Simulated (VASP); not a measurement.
Runs of VASP 6.6.1 on TlBr. It takes space group Pm-3m (No. 221, cubic). Conventional cell: a = 3.945 Å, b = 3.945 Å, c = 3.945 Å, α = 90.00°, β = 90.00°, γ = 90.00°. Within 4.5 Å of Tl (site symmetry m-3m) lie 8 Br at 3.42 Å and 6 Tl at 3.95 Å. Br (site symmetry m-3m) has 8 Tl at 3.42 Å and 6 Br at 3.95 Å within 4.5 Å. 

```csv
level,k mesh,cutoff (eV),grid for exact exchange (PRECFOCK),screening parameter,gap on the mesh (eV),pressure (GPa)
PBE,4 × 4 × 4,500,-,-,(b),2.1
PBE0,4 × 4 × 4,400,Normal,-,3.14,1.4
PBE,6 × 6 × 6,500,-,-,(a),1.9
r2SCAN,4 × 4 × 4,550,-,-,2.23,1.1
HSE06,4 × 4 × 4,400,Normal,0.2079 1/Å,2.47,1.6
```

Alike in all rows: task single point; potentials or basis VASP PAW PBE potentials, release 64 (Tl_d, Br); no spin polarisation; cell as given; smearing gaussian 0.01 eV.

Q: Fill in the values left out.

A: (a) 1.79; (b) 1.78.

Caveats: spin-orbit coupling is left out, which moves the levels of the heavy elements; the PAW data sets were made with another functional, which shifts forces and pressure a little (some runs).

A k mesh can miss the band edges, and the runs leave out spin-orbit coupling on Br, Tl.
